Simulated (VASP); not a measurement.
Set up this calculation in VASP 6.6.1, as the native input.

```
Task                   : single point
Functional             : LDA
Potentials or basis    : VASP PAW LDA potentials, release 64 (Zn)
Cutoff                 : 520 eV
k mesh                 : 14 × 14 × 7
Occupations            : methfessel-paxton, width 0.1 eV
Spin                   : no spin polarisation
Dipole correction      : no
Further INCAR settings : ALGO = Normal; EDIFF = 1e-07; NBANDS = 19
```

The structure of Zn lies in POSCAR:

```
Zn
1.0
    2.5709734941      0.0000000000      0.0000000000
   -1.2854867470      2.2265283583      0.0000000000
    0.0000000000      0.0000000000      4.7361908757
Zn
2
Direct
    0.3333333333      0.6666666667      0.2500000000
    0.6666666667      0.3333333333      0.7500000000
```

One way to write it, as run:

INCAR

```
SYSTEM = Zn
  PREC = Accurate
  ENCUT = 520
  EDIFF = 1E-7
  ISMEAR = 1
  SIGMA = 0.1
  LREAL = .False.
  LASPH = .True.
  NELM = 100
  ALGO = Normal
  ISIF = 2
  LWAVE = .False.
  LCHARG = .False.
  GGA = CA
  NBANDS = 19
```

KPOINTS

```
regular mesh
0
Gamma
  14 14 7
  0 0 0
```

Potentials or basis: VASP PAW LDA potentials, release 64 (Zn).

The run is started by

```console
$ cat potpaw_LDA.64/Zn/POTCAR > POTCAR
$ mpirun -np 1 vasp_std > vasp.out
```

It gave:

| Item | Value |
| --- | --- |
| Pressure | 0.7 GPa |
| Band gap on the k mesh | zero (band 12 reaches 5.21 eV, above the bottom of band 13 at 0.86 eV) |

It took 26 s on 1 thread of AMD EPYC 7R13 Processor (Zen 3) (shared host), peak memory 0.12 GiB.
